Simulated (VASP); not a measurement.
# Mn (Pm-3m) in VASP: further runs

Mn is run at these levels: LDA; tasks: single point.

Everything below comes from runs of VASP 6.6.1. Logs are shortened: lines on timing, memory, paths and dates and some standing lists are left out, and cuts for length are marked.

**1. The cell of the first run**

It takes space group Pm-3m (No. 221, cubic). The conventional cell has a = 2.191 Å, b = 2.191 Å, c = 2.191 Å, α = 90.00°, β = 90.00°, γ = 90.00°. Mn (site symmetry m-3m) has 6 Mn at 2.19 Å within 2.9 Å.

**2. Single point, LDA, collinear spin, ferromagnetic start (volume scaled by 0.95)**

Input file INCAR:

```
SYSTEM = Mn
ALGO = Normal
EDIFF = 1E-7
ENCUT = 520
GGA = CA
ISIF = 2
ISMEAR = -1
ISPIN = 2
LASPH = .TRUE.
LCHARG = .FALSE.
LMAXMIX = 4
LORBIT = 11
LREAL = .FALSE.
LWAVE = .FALSE.
MAGMOM = 3
NBANDS = 16
NELM = 150
PREC = Accurate
SIGMA = 0.1
```

Input file KPOINTS:

```
k-points
0
G
  19 19 19
  0 0 0
```

Input file POSCAR:

```
Mn
1.0
    2.1914154500      0.0000000000      0.0000000000
    0.0000000000      2.1914154500      0.0000000000
    0.0000000000      0.0000000000      2.1914154500
Mn
1
Direct
    0.0000000000      0.0000000000      0.0000000000
```

Potentials or basis: VASP PAW LDA potentials, release 64 (Mn_pv).

Started as:

```bash
$ cat potpaw_LDA.64/Mn_pv/POTCAR > POTCAR
$ mpirun -np 1 vasp_std > vasp.out
```

OUTCAR:

```text
SYSTEM = Mn
   EDIFF = 1E-7
   ENCUT = 520
   GGA = CA
   ISIF = 2
   ISMEAR = -1
   ISPIN = 2
   LASPH = .TRUE.
   LORBIT = 11
   LREAL = .FALSE.
   NELM = 150
   PREC = Accurate

 ion  position               nearest neighbor table
   1  0.000  0.000  0.000-

  LATTYP: Found a simple cubic cell.
 ALAT       =     2.1914154500

  Lattice vectors:

 A1 = (   2.1914154500,   0.0000000000,   0.0000000000)
 A2 = (   0.0000000000,   2.1914154500,   0.0000000000)
 A3 = (   0.0000000000,   0.0000000000,   2.1914154500)

Analysis of symmetry for initial positions (statically):
=====================================================================
 Subroutine PRICEL returns:
 Original cell was already a primitive cell.

 Routine SETGRP: Setting up the symmetry group for a
 simple cubic supercell.

 Subroutine GETGRP returns: Found 48 space group operations
 (whereof 48 operations were pure point group operations)
 out of a pool of 48 trial point group operations.

The static configuration has the point symmetry O_h .

Analysis of symmetry for dynamics (positions and initial velocities):
=====================================================================
 Subroutine PRICEL returns:
 Original cell was already a primitive cell.

 Routine SETGRP: Setting up the symmetry group for a
 simple cubic supercell.

 Subroutine GETGRP returns: Found 48 space group operations
 (whereof 48 operations were pure point group operations)
 out of a pool of 48 trial point group operations.

The dynamic configuration has the point symmetry O_h .

Analysis of structural, dynamic, and magnetic symmetry:
=====================================================================
 Subroutine PRICEL returns:
 Original cell was already a primitive cell.

 Routine SETGRP: Setting up the symmetry group for a
 simple cubic supercell.

 Subroutine GETGRP returns: Found 48 space group operations
 (whereof 48 operations were pure point group operations)
 out of a pool of 48 trial point group operations.

The overall configuration has the point symmetry O_h .

 Subroutine INISYM returns: Found 48 space group operations
 (whereof 48 operations are pure point group operations),
 and found     1 'primitive' translations

----------------------------------------------------------------------------------------

                                     Primitive cell

  volume of cell :      10.5238

  direct lattice vectors                    reciprocal lattice vectors
     2.191415450  0.000000000  0.000000000     0.456326070  0.000000000  0.000000000
     0.000000000  2.191415450  0.000000000     0.000000000  0.456326070  0.000000000
     0.000000000  0.000000000  2.191415450     0.000000000  0.000000000  0.456326070

  length of vectors
     2.191415450  2.191415450  2.191415450     0.456326070  0.456326070  0.456326070

  position of ions in fractional coordinates (direct lattice)
     0.000000000  0.000000000  0.000000000

  ion indices of the primitive-cell ions
   primitive index   ion index
                 1           1

----------------------------------------------------------------------------------------

 KPOINTS: k-points

Automatic generation of k-mesh.
 Grid dimensions read from file:
 generate k-points for:   19   19   19

 Generating k-lattice:

  Cartesian coordinates                     Fractional coordinates (reciprocal lattice)
     0.024017162  0.000000000  0.000000000     0.052631579  0.000000000  0.000000000
     0.000000000  0.024017162  0.000000000     0.000000000  0.052631579  0.000000000
     0.000000000  0.000000000  0.024017162     0.000000000  0.000000000  0.052631579

  Length of vectors
     0.024017162  0.024017162  0.024017162

  Shift w.r.t. Gamma in fractional coordinates (k-lattice)
     0.000000000  0.000000000  0.000000000

 Subroutine IBZKPT returns following result:
 ===========================================

 Found    220 irreducible k-points:

 Following reciprocal coordinates:
            Coordinates               Weight
  0.000000  0.000000  0.000000      1.000000
  0.052632  0.000000  0.000000      6.000000
  0.105263  0.000000  0.000000      6.000000
  0.157895  0.000000  0.000000      6.000000
  0.210526  0.000000  0.000000      6.000000
  0.263158  0.000000  0.000000      6.000000
[... 16 lines left out ...]
  0.263158  0.105263  0.000000     24.000000
  0.315789  0.105263  0.000000     24.000000
 [... further k-points ...]
   k-points           NKPTS =    220   k-points in BZ     NKDIM =    220   number of bands    NBANDS=     16
   number of dos      NEDOS =    301   number of ions     NIONS =      1
   total plane-waves  NPLWV =   4096
   dimension x,y,z NGX =    16 NGY =   16 NGZ =   16
   dimension x,y,z NGXF=    32 NGYF=   32 NGZF=   32
   ions per type =               1
   NGX,Y,Z   is equivalent  to a cutoff of  12.14, 12.14, 12.14 a.u.
   NGXF,Y,Z  is equivalent  to a cutoff of  24.28, 24.28, 24.28 a.u.
 SYSTEM =  Mn
   PREC   = accura    normal or accurate (medium, high low for compatibility)
   ISTART =      0    job   : 0-new  1-cont  2-samecut
   ICHARG =      2    charge: 1-file 2-atom 10-const
   ISPIN  =      2    spin polarized calculation?
   LNONCOLLINEAR =      F non collinear calculations
   LSORBIT =      F    spin-orbit coupling
   LASPH  =      T    aspherical Exc in radial PAW
   ENCUT  =  520.0 eV  38.22 Ry    6.18 a.u.   4.07  4.07  4.07*2*pi/ulx,y,z
   NELM   =    150;   NELMIN=  2; NELMDL= -5     # of ELM steps
   EDIFF  = 0.1E-06   stopping-criterion for ELM
   LREAL  =      F    real-space projection
   EDIFFG = 0.1E-05   stopping-criterion for IOM
   NSW    =      0    number of steps for IOM
   IBRION =     -1    ionic relax: 0-MD 1-quasi-New 2-CG
   NFREE  =      0    steps in history (QN), initial steepest desc. (CG)
   ISIF   =      2    stress and relaxation
   ISYM   =      2    0-nonsym 1-usesym 2-fastsym
   POTIM  = 0.5000    time-step for ionic-motion
   TEBEG  =    0.0;   TEEND  =   0.0 temperature during run
   PSTRESS=    0.0 pullay stress
   NELECT =      13.0000    total number of electrons
   NUPDOWN=      -1.0000    fix difference up-down
   EMIN   =  10.00;   EMAX   =-10.00  energy-range for DOS
   EFERMI =   0.00;   METHOD = LEGACY
   ISMEAR =    -1;   SIGMA  =   0.10  broadening in eV -4-tet -1-fermi 0-gaus
   EFERMI_NEDOS =   21; number of points for ismear=-14 and -15
   IALGO  =     38    algorithm
   IMIX   =      4    mixing-type and parameters
     AMIX     =   0.40;   BMIX     =  1.00
     AMIX_MAG =   1.60;   BMIX_MAG =  1.00
  volume/ion in A,a.u.               =      10.52        71.02
  Fermi-wavevector in a.u.,A,eV,Ry     =   1.756566  3.319429 41.981122  3.085525
  Thomas-Fermi vector in A             =   2.826091
   LORBIT       =     11    0 simple, 1 ext, 2 COOP (PROOUT), +10 PAW based schemes
   GGA     = CA    functional components
   LHFCALC =     F    Hartree Fock is set to
   AEXX    =    0.0000 exact exchange contribution
   IVDW    =     0    specifies the selected vdW correction
   LEPSILON=     F    determine dielectric tensor
   LRPA    =     F    only Hartree local field effects (RPA)
 spin polarized calculation
  energy-cutoff  :      520.00
  volume of cell :       10.52
 maximum number of plane-waves:       292
   NGX =  9   NGY =  9   NGZ =  9

 number of electron      12.9999993 magnetization       0.0024736

 number of electron      12.9999993 magnetization      -0.0000064

 Free energy of the ion-electron system (eV)
  ---------------------------------------------------
  ext. energy  EPLUGINS =         0.00000000
  ---------------------------------------------------
  free energy    TOTEN  =        -9.23016633 eV

  energy without entropy =       -9.18036583  energy(sigma->0) =       -9.20526608

 E-fermi :  11.0002     XC(G=0): -14.3633

 val. band max:       10.9946016423   @ k =   0.4211   0.3158   0.2632
 cond. band min:      11.0110868094   @ k =   0.4737   0.4211   0.0526
 fundamental gap:      0.0164851671
 Fermi energy:        11.0002290169

 spin component 1

 k-point     1 :       0.0000    0.0000    0.0000
  band No.  band energies     occupation
      1     -36.2265      1.00000
      2     -36.2265      1.00000
      3     -36.2265      1.00000
      4       2.4998      1.00000
      5       6.6921      1.00000
      6       6.6921      1.00000
[... 8 lines left out ...]
     15      40.4691      0.00000
     16      44.1530      0.00000

 k-point     2 :       0.0526    0.0000    0.0000
  band No.  band energies     occupation
      1     -36.2631      1.00000
      2     -36.2233      1.00000
      3     -36.2233      1.00000
      4       2.6008      1.00000
      5       6.7137      1.00000
      6       6.7676      1.00000
[... 8 lines left out ...]
     15      40.6100      0.00000
     16      44.5036      0.00000

 k-point     3 :       0.1053    0.0000    0.0000
  band No.  band energies     occupation
      1     -36.3686      1.00000
      2     -36.2143      1.00000
      3     -36.2143      1.00000
      4       2.8960      1.00000
      5       6.7766      1.00000
      6       6.9902      1.00000
[... 8 lines left out ...]
     15      41.1071      0.00000
     16      45.7859      0.00000

 k-point     4 :       0.1579    0.0000    0.0000
  band No.  band energies     occupation
      1     -36.5299      1.00000
      2     -36.2002      1.00000
      3     -36.2002      1.00000
      4       3.3628      1.00000
      5       6.8751      1.00000
      6       7.3471      1.00000
[... 8 lines left out ...]
     15      41.5157      0.00000
     16      48.0946      0.00000
[... 324 lines left out ...]
 k-point    22 :       0.2105    0.1053    0.0000
  band No.  band energies     occupation
      1     -36.7131      1.00000
      2     -36.3209      1.00000
      3     -36.1708      1.00000
      4       4.3160      1.00000
      5       7.2268      1.00000
      6       7.9622      1.00000
[... 8 lines left out ...]
     15      43.3108      0.00000
     16      47.8641      0.00000

 k-point    23 :       0.2632    0.1053    0.0000
  band No.  band energies     occupation
      1     -36.9242      1.00000
      2     -36.3004      1.00000
      3     -36.1518      1.00000
      4       4.9817      1.00000
      5       7.3706      1.00000
      6       8.4522      1.00000
[... 8 lines left out ...]
     15      43.1997      0.00000
     16      47.3860      0.00000

 k-point    24 :       0.3158    0.1053    0.0000
  band No.  band energies     occupation
      1     -37.1266      1.00000
      2     -36.2804      1.00000
      3     -36.1333      1.00000
      4       5.6832      1.00000
      5       7.5150      1.00000
      6       8.8497      1.00000
[... 8 lines left out ...]
     15      42.6078      0.00000
     16      47.0782      0.00000

 [... further k-points ...]

 spin component 2

 k-point     1 :       0.0000    0.0000    0.0000
  band No.  band energies     occupation
      1     -36.2265      1.00000
      2     -36.2265      1.00000
      3     -36.2265      1.00000
      4       2.4998      1.00000
      5       6.6921      1.00000
      6       6.6921      1.00000
[... 8 lines left out ...]
     15      40.4691      0.00000
     16      44.1530      0.00000

 k-point     2 :       0.0526    0.0000    0.0000
  band No.  band energies     occupation
      1     -36.2631      1.00000
      2     -36.2233      1.00000
      3     -36.2233      1.00000
      4       2.6008      1.00000
      5       6.7137      1.00000
      6       6.7676      1.00000
[... 8 lines left out ...]
     15      40.6099      0.00000
     16      44.5036      0.00000

 k-point     3 :       0.1053    0.0000    0.0000
  band No.  band energies     occupation
      1     -36.3686      1.00000
      2     -36.2143      1.00000
      3     -36.2143      1.00000
      4       2.8960      1.00000
      5       6.7766      1.00000
      6       6.9902      1.00000
[... 8 lines left out ...]
     15      41.1071      0.00000
     16      45.7859      0.00000

 k-point     4 :       0.1579    0.0000    0.0000
  band No.  band energies     occupation
      1     -36.5299      1.00000
      2     -36.2003      1.00000
      3     -36.2003      1.00000
      4       3.3628      1.00000
      5       6.8751      1.00000
      6       7.3471      1.00000
[... 8 lines left out ...]
     15      41.5157      0.00000
     16      48.0946      0.00000
[... 324 lines left out ...]
 k-point    22 :       0.2105    0.1053    0.0000
  band No.  band energies     occupation
      1     -36.7131      1.00000
      2     -36.3209      1.00000
      3     -36.1708      1.00000
      4       4.3160      1.00000
      5       7.2268      1.00000
      6       7.9622      1.00000
[... 8 lines left out ...]
     15      43.3108      0.00000
     16      47.8641      0.00000

 k-point    23 :       0.2632    0.1053    0.0000
  band No.  band energies     occupation
      1     -36.9242      1.00000
      2     -36.3004      1.00000
      3     -36.1519      1.00000
      4       4.9817      1.00000
      5       7.3706      1.00000
      6       8.4522      1.00000
[... 8 lines left out ...]
     15      43.1997      0.00000
     16      47.3860      0.00000

 k-point    24 :       0.3158    0.1053    0.0000
  band No.  band energies     occupation
      1     -37.1266      1.00000
      2     -36.2805      1.00000
      3     -36.1333      1.00000
      4       5.6832      1.00000
      5       7.5150      1.00000
      6       8.8497      1.00000
[... 8 lines left out ...]
     15      42.6078      0.00000
     16      47.0782      0.00000

 [... further k-points ...]

------------------------ aborting loop because EDIFF is reached ----------------------------------------

  FORCE on cell =-STRESS in cart. coord.  units (eV):
  Direction    XX          YY          ZZ          XY          YZ          ZX
  --------------------------------------------------------------------------------------
  -------------------------------------------------------------------------------------
  Total        1.0324412      1.0324412      1.0324412      0.0000000     -0.0000000      0.0000000
  in kB      157.1816132    157.1816132    157.1816132      0.0000000     -0.0000000      0.0000000
  external PRESSURE =     157.1816132 kB  Pullay stress =       0.0000000 kB

 VOLUME and BASIS-vectors are now :
 -----------------------------------------------------------------------------
  energy-cutoff  :      520.00
  volume of cell :       10.52
      direct lattice vectors                 reciprocal lattice vectors
     2.191415450  0.000000000  0.000000000     0.456326070  0.000000000  0.000000000
     0.000000000  2.191415450  0.000000000     0.000000000  0.456326070  0.000000000
     0.000000000  0.000000000  2.191415450     0.000000000  0.000000000  0.456326070

 POSITION                                       TOTAL-FORCE (eV/Angst)
 -----------------------------------------------------------------------------------
      0.00000      0.00000      0.00000         0.000000      0.000000      0.000000
 -----------------------------------------------------------------------------------
    total drift:                               -0.000000     -0.000000      0.000000

  FREE ENERGIE OF THE ION-ELECTRON SYSTEM (eV)
  ---------------------------------------------------
  free  energy   TOTEN  =        -9.2301663253 eV

  energy  without entropy=       -9.1803658331  energy(sigma->0) =       -9.20526608

 total charge

# of ion       s       p       d       tot
------------------------------------------
    1        0.462   6.372   5.425  12.259

 magnetization (x)

# of ion       s       p       d       tot
------------------------------------------
    1       -0.000   0.000  -0.000  -0.000
```

Run time: 27 s. Hardware: 1 thread of Intel Xeon 6975P-C, shared host; peak memory 0.15 GiB.

Results:

* Free energy: -9.2302 eV
* Pressure: 15.7 GPa
* Net moment: 0.00 μB per cell
* Valence electrons inside the program's atomic spheres: Mn 12.26

Caveat: the cell differs from its parent crystal (volume scaled by 0.95); the starting moments collapsed, and a magnetic state may lie lower.

**3. Single point, LDA, collinear spin, ferromagnetic start**

This run uses another cell than the first one, of 11.08 Å³/atom, 1.053 times its volume.

Input file INCAR:

```
PREC = Accurate
ENCUT = 520
EDIFF = 1E-6
ISMEAR = -1
SIGMA = 0.1
LREAL = False
LASPH = True
NELM = 150
ALGO = Normal
ISIF = 2
LWAVE = False
LCHARG = False
ISPIN = 2
MAGMOM = 3
LORBIT = 11
LMAXMIX = 4
GGA = CA
NBANDS = 16
```

Input file KPOINTS:

```
regular mesh
0
Gamma
  19 19 19
```

Input file POSCAR:

```
Mn
1.0
    2.2292059014      0.0000000000      0.0000000000
    0.0000000000      2.2292059014      0.0000000000
    0.0000000000      0.0000000000      2.2292059014
Mn
1
Direct
    0.0000000000      0.0000000000      0.0000000000
```

Potentials or basis: VASP PAW LDA potentials, release 64 (Mn_pv).

Started as:

```bash
$ cat potpaw_LDA.64/Mn_pv/POTCAR > POTCAR
$ mpirun -np 1 vasp_std > vasp.out
```

OUTCAR:

```text
PREC = Accurate
   ENCUT = 520
   EDIFF = 1E-6
   ISMEAR = -1
   LREAL = False
   LASPH = True
   NELM = 150
   ISIF = 2
   ISPIN = 2
   LORBIT = 11
   GGA = CA

 ion  position               nearest neighbor table
   1  0.000  0.000  0.000-

  LATTYP: Found a simple cubic cell.
 ALAT       =     2.2292059014

  Lattice vectors:

 A1 = (   2.2292059014,   0.0000000000,   0.0000000000)
 A2 = (   0.0000000000,   2.2292059014,   0.0000000000)
[... 1119 lines left out ...]
  --------------------------------------------------------------------------------------
  -------------------------------------------------------------------------------------
  Total        0.0661140      0.0661140      0.0661140      0.0000000      0.0000000      0.0000000
  in kB        9.5620993      9.5620993      9.5620993      0.0000000      0.0000000      0.0000000
  external PRESSURE =       9.5620993 kB  Pullay stress =       0.0000000 kB

 VOLUME and BASIS-vectors are now :
 -----------------------------------------------------------------------------
  energy-cutoff  :      520.00
  volume of cell :       11.08
      direct lattice vectors                 reciprocal lattice vectors
     2.229205901  0.000000000  0.000000000     0.448590235  0.000000000  0.000000000
     0.000000000  2.229205901  0.000000000     0.000000000  0.448590235  0.000000000
     0.000000000  0.000000000  2.229205901     0.000000000  0.000000000  0.448590235

 POSITION                                       TOTAL-FORCE (eV/Angst)
 -----------------------------------------------------------------------------------
      0.00000      0.00000      0.00000         0.000000      0.000000      0.000000
 -----------------------------------------------------------------------------------
    total drift:                                0.000000      0.000000      0.000000

  FREE ENERGIE OF THE ION-ELECTRON SYSTEM (eV)
  ---------------------------------------------------
  free  energy   TOTEN  =        -9.2580781730 eV

  energy  without entropy=       -9.2041138545  energy(sigma->0) =       -9.23109601

 total charge

# of ion       s       p       d       tot
------------------------------------------
    1        0.446   6.344   5.363  12.152

 magnetization (x)

# of ion       s       p       d       tot
------------------------------------------
    1       -0.000  -0.000   0.002   0.002
```

Wall time 55 s (1 thread of Intel Xeon 6975P-C, shared host); peak memory 0.16 GiB.

Results:

```
Free energy                                           : -9.2581 eV
Pressure                                              : 1.0 GPa
Net moment                                            : 0.00 μB per cell
Valence electrons inside the program's atomic spheres : Mn 12.15
```

Caveat: the starting moments collapsed, and a magnetic state may lie lower.

**4. Single point, LDA, collinear spin, ferromagnetic start**

This run uses another cell than the first one, of 11.08 Å³/atom, 1.053 times its volume.

Edit INCAR of step 3 so:

```diff
@@ -16,3 +16,2 @@
 LMAXMIX = 4
-GGA = CA
 NBANDS = 16
```

Input file KPOINTS:

```
Automatic mesh
0
Gamma
  19 19 19
```

POSCAR is that of step 3.

Started as:

```bash
$ cat potpaw_LDA.64/Mn_pv/POTCAR > POTCAR
$ mpirun -np 1 vasp_std > vasp.out
```

Wall time 58 s (1 thread of Intel Xeon 6975P-C, shared host); peak memory 0.16 GiB.

Results (log left out):

| Property | Result |
| --- | --- |
| Free energy | -9.2581 eV |
| Pressure | 1.0 GPa |
| Net moment | 0.00 μB per cell |
| Valence electrons inside the program's atomic spheres | Mn 12.15 |

Levels at points of the mesh, in eV from the Fermi level:
Spin up:
```tsv
k point	band 4	band 5	band 6	band 7	band 8	band 9
(0.00, 0.00, 0.00)	-8.26	-4.02	-4.02	1.82	1.82	1.82
```
Spin down:
```csv
k point,band 3,band 4,band 5,band 6,band 7,band 8,band 9,band 10
"(0.00, 0.00, 0.00)",-47.25,-8.26,-4.02,-4.02,1.83,1.83,1.83,21.25
```

Caveat: the starting moments collapsed, and a magnetic state may lie lower.
